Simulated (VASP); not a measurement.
# C (Fd-3m) in VASP: further runs

Runs on C. Level: PBE. Tasks: single point.

Everything below comes from runs of VASP 6.6.1. Logs are shortened: lines on timing, memory, paths and dates and some standing lists are left out, and cuts for length are marked.

## 1. The cell of the first run

The structure is cubic, space group Fd-3m (No. 227). Conventional cell: a = 3.469 Å, b = 3.469 Å, c = 3.469 Å, α = 90.00°, β = 90.00°, γ = 90.00°. C (site symmetry -43m) has 4 C at 1.50 Å within 2.0 Å.

## 2. Single point, PBE

Input file INCAR:

```
SYSTEM = C
ALGO = Normal
EDIFF = 1E-7
ENCUT = 520
GGA = PE
ISIF = 2
ISMEAR = 0
LASPH = .TRUE.
LCHARG = .TRUE.
LELF = .TRUE.
LREAL = .FALSE.
LVHAR = .TRUE.
LWAVE = .FALSE.
NBANDS = 11
NELM = 100
PREC = Accurate
SIGMA = 0.01
```

Input file KPOINTS:

```
k-points
0
G
  10 10 10
  0 0 0
```

Input file POSCAR:

```
C
1.0
    0.0000000000      1.7344857350      1.7344857350
    1.7344857350      0.0000000000      1.7344857350
    1.7344857350      1.7344857350      0.0000000000
C
2
Direct
    0.0000000000      0.0000000000      0.0000000000
    0.2500000000      0.2500000000      0.2500000000
```

Potentials or basis: VASP PAW PBE potentials, release 64 (C).

On the command line:

```
$ cat potpaw_PBE.64/C/POTCAR > POTCAR
$ mpirun -np 1 vasp_std > vasp.out
```

OUTCAR:

```text
SYSTEM = C
   EDIFF = 1E-7
   ENCUT = 520
   GGA = PE
   ISIF = 2
   ISMEAR = 0
   LASPH = .TRUE.
   LREAL = .FALSE.
   NELM = 100
   PREC = Accurate

 ion  position               nearest neighbor table
   1  0.000  0.000  0.000-   2 1.50   2 1.50   2 1.50   2 1.50
   2  0.250  0.250  0.250-   1 1.50   1 1.50   1 1.50   1 1.50

  LATTYP: Found a face centered cubic cell.
 ALAT       =     3.4689714700

  Lattice vectors:

 A1 = (   0.0000000000,   1.7344857350,   1.7344857350)
 A2 = (   1.7344857350,   0.0000000000,   1.7344857350)
 A3 = (   1.7344857350,   1.7344857350,   0.0000000000)

Analysis of symmetry for initial positions (statically):
=====================================================================
 Subroutine PRICEL returns:
 Original cell was already a primitive cell.

 Routine SETGRP: Setting up the symmetry group for a
 face centered cubic supercell.

 Subroutine GETGRP returns: Found 48 space group operations
 (whereof 24 operations were pure point group operations)
 out of a pool of 48 trial point group operations.

The static configuration has the point symmetry T_d .
 The point group associated with its full space group is O_h .

Analysis of symmetry for dynamics (positions and initial velocities):
=====================================================================
 Subroutine PRICEL returns:
 Original cell was already a primitive cell.

 Routine SETGRP: Setting up the symmetry group for a
 face centered cubic supercell.

 Subroutine GETGRP returns: Found 48 space group operations
 (whereof 24 operations were pure point group operations)
 out of a pool of 48 trial point group operations.

The dynamic configuration has the point symmetry T_d .
 The point group associated with its full space group is O_h .

 Subroutine INISYM returns: Found 48 space group operations
 (whereof 24 operations are pure point group operations),
 and found     1 'primitive' translations

----------------------------------------------------------------------------------------

                                     Primitive cell

  volume of cell :      10.4362

  direct lattice vectors                    reciprocal lattice vectors
     0.000000000  1.734485735  1.734485735    -0.288269883  0.288269883  0.288269883
     1.734485735  0.000000000  1.734485735     0.288269883 -0.288269883  0.288269883
     1.734485735  1.734485735  0.000000000     0.288269883  0.288269883 -0.288269883

  length of vectors
     2.452933250  2.452933250  2.452933250     0.499298084  0.499298084  0.499298084

  position of ions in fractional coordinates (direct lattice)
     0.000000000  0.000000000  0.000000000
     0.250000000  0.250000000  0.250000000

  ion indices of the primitive-cell ions
   primitive index   ion index
                 1           1
                 2           2

----------------------------------------------------------------------------------------

 KPOINTS: k-points

Automatic generation of k-mesh.
 Grid dimensions read from file:
 generate k-points for:   10   10   10

 Generating k-lattice:

  Cartesian coordinates                     Fractional coordinates (reciprocal lattice)
    -0.028826988  0.028826988  0.028826988     0.100000000  0.000000000  0.000000000
     0.028826988 -0.028826988  0.028826988     0.000000000  0.100000000  0.000000000
     0.028826988  0.028826988 -0.028826988     0.000000000  0.000000000  0.100000000

  Length of vectors
     0.049929808  0.049929808  0.049929808

  Shift w.r.t. Gamma in fractional coordinates (k-lattice)
     0.000000000  0.000000000  0.000000000

 Subroutine IBZKPT returns following result:
 ===========================================

 Found     47 irreducible k-points:

 Following reciprocal coordinates:
            Coordinates               Weight
  0.000000  0.000000  0.000000      1.000000
  0.100000  0.000000  0.000000      8.000000
  0.200000  0.000000  0.000000      8.000000
  0.300000  0.000000  0.000000      8.000000
  0.400000  0.000000  0.000000      8.000000
  0.500000  0.000000  0.000000      4.000000
[... 16 lines left out ...]
  0.300000  0.300000  0.000000      6.000000
  0.400000  0.300000  0.000000     24.000000
 [... further k-points ...]
   k-points           NKPTS =     47   k-points in BZ     NKDIM =     47   number of bands    NBANDS=     11
   number of dos      NEDOS =    301   number of ions     NIONS =      2
   total plane-waves  NPLWV =   5832
   dimension x,y,z NGX =    18 NGY =   18 NGZ =   18
   dimension x,y,z NGXF=    36 NGYF=   36 NGZF=   36
   ions per type =               2
   NGX,Y,Z   is equivalent  to a cutoff of  12.20, 12.20, 12.20 a.u.
   NGXF,Y,Z  is equivalent  to a cutoff of  24.40, 24.40, 24.40 a.u.
 SYSTEM =  C
   PREC   = accura    normal or accurate (medium, high low for compatibility)
   ISTART =      0    job   : 0-new  1-cont  2-samecut
   ICHARG =      2    charge: 1-file 2-atom 10-const
   ISPIN  =      1    spin polarized calculation?
   LNONCOLLINEAR =      F non collinear calculations
   LSORBIT =      F    spin-orbit coupling
   LASPH  =      T    aspherical Exc in radial PAW
   ENCUT  =  520.0 eV  38.22 Ry    6.18 a.u.   4.56  4.56  4.56*2*pi/ulx,y,z
   NELM   =    100;   NELMIN=  2; NELMDL= -5     # of ELM steps
   EDIFF  = 0.1E-06   stopping-criterion for ELM
   LREAL  =      F    real-space projection
   EDIFFG = 0.1E-05   stopping-criterion for IOM
   NSW    =      0    number of steps for IOM
   IBRION =     -1    ionic relax: 0-MD 1-quasi-New 2-CG
   NFREE  =      0    steps in history (QN), initial steepest desc. (CG)
   ISIF   =      2    stress and relaxation
   ISYM   =      2    0-nonsym 1-usesym 2-fastsym
   POTIM  = 0.5000    time-step for ionic-motion
   TEBEG  =    0.0;   TEEND  =   0.0 temperature during run
   PSTRESS=    0.0 pullay stress
   NELECT =       8.0000    total number of electrons
   NUPDOWN=      -1.0000    fix difference up-down
   EMIN   =  10.00;   EMAX   =-10.00  energy-range for DOS
   EFERMI =   0.00;   METHOD = LEGACY
   ISMEAR =     0;   SIGMA  =   0.01  broadening in eV -4-tet -1-fermi 0-gaus
   EFERMI_NEDOS =   21; number of points for ismear=-14 and -15
   IALGO  =     38    algorithm
   IMIX   =      4    mixing-type and parameters
     AMIX     =   0.40;   BMIX     =  1.00
     AMIX_MAG =   1.60;   BMIX_MAG =  1.00
  volume/ion in A,a.u.               =       5.22        35.21
  Fermi-wavevector in a.u.,A,eV,Ry     =   1.498272  2.831324 30.542630  2.244820
  Thomas-Fermi vector in A             =   2.610053
   LORBIT       =      0    0 simple, 1 ext, 2 COOP (PROOUT), +10 PAW based schemes
   GGA     = PE    functional components
   LHFCALC =     F    Hartree Fock is set to
   AEXX    =    0.0000 exact exchange contribution
   IVDW    =     0    specifies the selected vdW correction
   LEPSILON=     F    determine dielectric tensor
   LRPA    =     F    only Hartree local field effects (RPA)
 non-spin polarized calculation
 Gauss-broadening in eV      SIGMA  =   0.01
  energy-cutoff  :      520.00
  volume of cell :       10.44
 maximum number of plane-waves:       292
   NGX =  9   NGY =  9   NGZ =  9

 number of electron       7.9999999 magnetization

 Free energy of the ion-electron system (eV)
  ---------------------------------------------------
  ext. energy  EPLUGINS =         0.00000000
  ---------------------------------------------------
  free energy    TOTEN  =       -18.05560516 eV

  energy without entropy =      -18.05560516  energy(sigma->0) =      -18.05560516

 E-fermi :  11.1223     XC(G=0): -13.6736

 val. band max:       10.9744882685   @ k =   0.0000   0.0000   0.0000
 cond. band min:      15.3244579353   @ k =   0.4000   0.4000   0.0000
 fundamental gap:      4.3499696668
 Fermi energy:        11.1222778027

 k-point     1 :       0.0000    0.0000    0.0000
  band No.  band energies     occupation
      1     -11.6568      2.00000
      2      10.9745      2.00000
      3      10.9745      2.00000
      4      10.9745      2.00000
      5      16.7950      0.00000
      6      16.7950      0.00000
      7      16.7950      0.00000
      8      26.2696      0.00000
      9      31.3743      0.00000
     10      38.4465      0.00000
     11      38.4465      0.00000

 k-point     2 :       0.1000    0.0000    0.0000
  band No.  band energies     occupation
      1     -11.3639      2.00000
      2       9.1828      2.00000
      3      10.4853      2.00000
      4      10.4853      2.00000
      5      17.4374      0.00000
      6      17.4374      0.00000
      7      17.8802      0.00000
      8      26.4076      0.00000
      9      31.8306      0.00000
     10      35.7348      0.00000
     11      35.7348      0.00000

 k-point     3 :       0.2000    0.0000    0.0000
  band No.  band energies     occupation
      1     -10.4898      2.00000
      2       5.7835      2.00000
      3       9.5357      2.00000
      4       9.5357      2.00000
      5      18.6559      0.00000
      6      18.6559      0.00000
      7      19.3575      0.00000
      8      26.7727      0.00000
      9      32.6142      0.00000
     10      34.1378      0.00000
     11      34.1378      0.00000

 k-point     4 :       0.3000    0.0000    0.0000
  band No.  band energies     occupation
      1      -9.0518      2.00000
      2       2.1835      2.00000
      3       8.6862      2.00000
      4       8.6862      2.00000
      5      19.5035      0.00000
      6      19.5035      0.00000
      7      20.3197      0.00000
      8      27.1791      0.00000
      9      33.0224      0.00000
     10      34.4908      0.00000
     11      34.4908      0.00000
[... 239 lines left out ...]
 k-point    22 :      -0.2000    0.2000    0.0000
  band No.  band energies     occupation
      1      -8.5770      2.00000
      2       3.6400      2.00000
      3       4.4950      2.00000
      4       8.8295      2.00000
      5      19.9224      0.00000
      6      20.1051      0.00000
      7      22.1994      0.00000
      8      25.8618      0.00000
      9      31.5333      0.00000
     10      33.0615      0.00000
     11      36.4558      0.00000

 k-point    23 :       0.3000    0.3000    0.0000
  band No.  band energies     occupation
      1      -8.1903      2.00000
      2       4.7093      2.00000
      3       5.6706      2.00000
      4       5.6706      2.00000
      5      15.4100      0.00000
      6      20.0022      0.00000
      7      24.9828      0.00000
      8      24.9828      0.00000
      9      33.5478      0.00000
     10      35.1363      0.00000
     11      42.9003      0.00000

 k-point    24 :       0.4000    0.3000    0.0000
  band No.  band energies     occupation
      1      -6.7883      2.00000
      2       2.5961      2.00000
      3       4.5103      2.00000
      4       5.1660      2.00000
      5      15.9916      0.00000
      6      19.3006      0.00000
      7      26.0468      0.00000
      8      26.1888      0.00000
      9      34.4160      0.00000
     10      35.2360      0.00000
     11      43.0525      0.00000

 [... further k-points ...]
[... 5 lines left out ...]
  --------------------------------------------------------------------------------------
  -------------------------------------------------------------------------------------
  Total        2.9632741      2.9632741      2.9632741      0.0000000     -0.0000000      0.0000000
  in kB      454.9254362    454.9254362    454.9254362      0.0000000     -0.0000000      0.0000000
  external PRESSURE =     454.9254362 kB  Pullay stress =       0.0000000 kB

 VOLUME and BASIS-vectors are now :
 -----------------------------------------------------------------------------
  energy-cutoff  :      520.00
  volume of cell :       10.44
      direct lattice vectors                 reciprocal lattice vectors
     0.000000000  1.734485735  1.734485735    -0.288269883  0.288269883  0.288269883
     1.734485735  0.000000000  1.734485735     0.288269883 -0.288269883  0.288269883
     1.734485735  1.734485735  0.000000000     0.288269883  0.288269883 -0.288269883

 POSITION                                       TOTAL-FORCE (eV/Angst)
 -----------------------------------------------------------------------------------
      0.00000      0.00000      0.00000         0.000000      0.000000      0.000000
      0.86724      0.86724      0.86724        -0.000000     -0.000000     -0.000000
 -----------------------------------------------------------------------------------
    total drift:                               -0.000000     -0.000000     -0.000000

  FREE ENERGIE OF THE ION-ELECTRON SYSTEM (eV)
  ---------------------------------------------------
  free  energy   TOTEN  =       -18.0556051634 eV

  energy  without entropy=      -18.0556051634  energy(sigma->0) =      -18.05560516
```

Run time: 3.8 s. Hardware: 1 thread of Intel Xeon 6975P-C, shared host; peak memory 0.11 GiB.

Results:

```yaml
Free_energy: -18.0556 eV
Pressure: 45.5 GPa
Band_gap_on_the_k_mesh: 4.35 eV, indirect (least direct gap 5.82 eV)
```

## 3. Single point, PBE

This run uses another cell than the first one, of 5.44 Å³/atom, 1.043 times its volume.

Input file INCAR:

```
PREC = Accurate
ENCUT = 520
EDIFF = 1E-6
ISMEAR = 0
SIGMA = 0.01
LREAL = F
LASPH = T
NELM = 80
ALGO = Normal
ISIF = 2
LWAVE = F
LCHARG = F
GGA = PE
NBANDS = 11
```

Input file KPOINTS:

```
regular mesh
0
Gamma
  10 10 10
```

Input file POSCAR:

```
C
1.0
    0.0000000000      1.7592674508      1.7592674508
    1.7592674508      0.0000000000      1.7592674508
    1.7592674508      1.7592674508      0.0000000000
C
2
Direct
    0.0000000000      0.0000000000      0.0000000000
    0.2500000000      0.2500000000      0.2500000000
```

Potentials or basis: VASP PAW PBE potentials, release 64 (C).

On the command line:

```
$ cat potpaw_PBE.64/C/POTCAR > POTCAR
$ mpirun -np 1 vasp_std > vasp.out
```

Wall time 4.1 s (1 thread of Intel Xeon 6975P-C, shared host); peak memory 0.12 GiB.

It converged, with:

```yaml
Free_energy: -18.1508 eV
Pressure: 22.0 GPa
Band_gap_on_the_k_mesh: 4.26 eV, indirect (least direct gap 5.70 eV)
```

Levels at points of the mesh, in eV from the valence-band top:
```tsv
k point	band 1	band 2	band 3	band 4	band 5	band 6	band 7	band 8	band 9
(0.00, 0.00, 0.00)	-22.03	0.00	0.00	0.00	5.70	5.70	5.70	14.28	19.83
(0.50, 0.00, 0.00)	-16.02	-13.83	-2.91	-2.91	8.63	8.63	9.41	16.07	22.50
(0.50, 0.50, 0.00)	-13.06	-13.06	-6.55	-6.55	4.84	4.84	17.44	17.44	24.01
```
